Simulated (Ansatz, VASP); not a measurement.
**One calculation of Al2B2As, two programs**

```xyz
5
Lattice="3.2291 0.0000 0.0000 -1.6146 2.7965 0.0000 0.0000 0.0000 7.9693" Properties=species:S:1:pos:R:3 pbc="T T T"
Al    0.0000    1.8643    5.3066
Al    0.0000    1.8643    2.6628
B     1.6146    0.9322    1.3557
B     1.6146    0.9322    6.6137
As    0.0000    1.8643    0.0000
```

Alike in both runs: functional PBE; k mesh 12 × 12 × 6; occupations gaussian, width 0.1 eV; no spin polarisation.

Ansatz relaxed the structure, and its values are those at the end. VASP's run is a single point on that final structure, the one shown.

|  | VASP | Ansatz |
| --- | --- | --- |
| version | VASP 6.6.1 | Ansatz 0.2.0 |
| potentials or method | VASP PAW PBE potentials, release 64 (Al, B, As), cutoff 520 eV | scalar-relativistic, plane waves, PAW |
| valence electrons in the cell | 17 | 27 |

|  | VASP | Ansatz | Ansatz less VASP |
| --- | --- | --- | --- |
| gap on the k mesh at the Fermi level (eV) | none | none | - |
| pressure (GPa) | 0.1 | 0.0 | -0.12 |
| rms of the force components (eV/Å) | 0.009 | 0.000 | -0.0086 |

A gap of «none» marks a metal or a gap that the smearing closes. VASP's potentials hold 17 valence electrons a cell and Ansatz's 27, so a difference there can come from the potentials and not from the codes.
